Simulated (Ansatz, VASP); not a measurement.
## Two plane-wave programs on Ni

File INCAR:

```
SYSTEM = Ni
ALGO     = Normal         ! electronic algorithm
EDIFF    = 1E-6           ! SCF threshold, eV
ENCUT    = 520            ! plane-wave cutoff, eV
GGA      = CA             ! functional
ISIF     = 2              ! what is computed and relaxed
ISMEAR   = -1             ! smearing method
LASPH    = .True.         ! aspherical terms in the spheres
LCHARG   = .False.        ! write CHGCAR
LREAL    = .False.        ! projectors in reciprocal space
LWAVE    = .False.        ! write WAVECAR
NBANDS   = 11             ! bands
NELM     = 80             ! most SCF steps
PREC     = Accurate       ! precision mode
SIGMA    = 0.1            ! smearing width, eV
```

Contents of KPOINTS:

```
k-points
0
Gamma
  16 16 16
  0 0 0
```

Contents of POSCAR:

```
Ni
1.0
    0.0000000000      1.7104399105      1.7104399105
    1.7104399105      0.0000000000      1.7104399105
    1.7104399105      1.7104399105      0.0000000000
Ni
1
Direct
    0.0000000000      0.0000000000      0.0000000000
```

Input for Ansatz:

```yaml
crystal:
  lattice:
    - [0.0, 1.7104399105, 1.7104399105]
    - [1.7104399105, 0.0, 1.7104399105]
    - [1.7104399105, 1.7104399105, 0.0]
  atoms:
    - { symbol: Ni, position: [0.0, 0.0, 0.0] }
hamiltonian:
  xc: lda
  pseudopotentials:
    kind: paw
    azcp:
      Ni: "pseudopotentials/Ni.paw.azcp"
basis:
  ecutwfc: 500
  fft_grid_basis: typed
kpoints:
  mp_grid: { grid: [16, 16, 16], shift: [0, 0, 0] }
magnetization:
  spin_polarized: false
scf:
  occupations: { method: fermi_dirac, width: 0.1 }
  lower_state_search: "off"
output:
  stress: true
  write_density: true
  write_potential: true
  elf: true
  volumetric_format: npy
```

Alike in both runs: task single point; functional LDA; k mesh 16 × 16 × 16; occupations fermi-dirac, width 0.1 eV; no spin polarisation.

|  | VASP | Ansatz |
| --- | --- | --- |
| version | VASP 6.6.1 | Ansatz 0.2.0 |
| potentials or method | VASP PAW LDA potentials, release 64 (Ni), cutoff 520 eV | plane waves (500 eV) with PAW, scalar-relativistic |
| valence electrons in the cell | 10 | 18 |

```tsv
	VASP	Ansatz	Ansatz less VASP
pressure (GPa)	0.1	0.1	+0.04
```

Ansatz warns that its potentials were made for another functional, while VASP's fit it. LDA's correlation is that of Perdew and Zunger in VASP and of Perdew and Wang (1992) in Ansatz. VASP's potentials hold 10 valence electrons a cell and Ansatz's 18, so a difference there can come from the potentials and not from the codes.
